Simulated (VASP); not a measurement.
## Li: single point with LDA

The system is Li.

```
Li
1.0
     2.40815    0.00000    0.00000
    -1.20407    2.08552    0.00000
     0.00000    0.00000    3.92703
Li
2
Direct
  0.33333 0.66667 0.25000
  0.66667 0.33333 0.75000
```

This cell differs from its parent crystal: volume scaled by 0.52.

* Program: VASP 6.6.1
* Task: single point
* Functional: LDA
* Potentials or basis: VASP PAW LDA potentials, release 64 (Li_sv)
* Cutoff: 520 eV
* k mesh: 14 × 14 × 8
* Occupations: fermi-dirac, width 0.05 eV
* Spin: no spin polarisation
* Dipole correction: no
* Further INCAR settings: ALGO = Normal; EDIFF = 1e-06; NBANDS = 10

- Band gap on the k mesh: zero (band 3 reaches 6.05 eV, above the bottom of band 4 at 0.62 eV)

Levels at points of the mesh, in eV from the Fermi level:
```
           k point  band 1  band 2  band 3  band 4  band 5  band 6  band 7
(0.00, 0.00, 0.00)  -44.83  -44.57   -3.90   -0.48    6.46   20.14   20.14
(0.50, 0.00, 0.00)  -44.57  -44.49   -0.40    2.18    7.22    8.91   11.20
(0.00, 0.00, 0.50)  -44.70  -44.70   -2.76   -2.76   13.23   13.23   21.70
(0.50, 0.00, 0.50)  -44.53  -44.53    0.66    0.66    6.77    6.77   15.68
```

Wall time 10 s on 1 thread of Intel Xeon 6975P-C (shared host), peak memory 0.12 GiB.
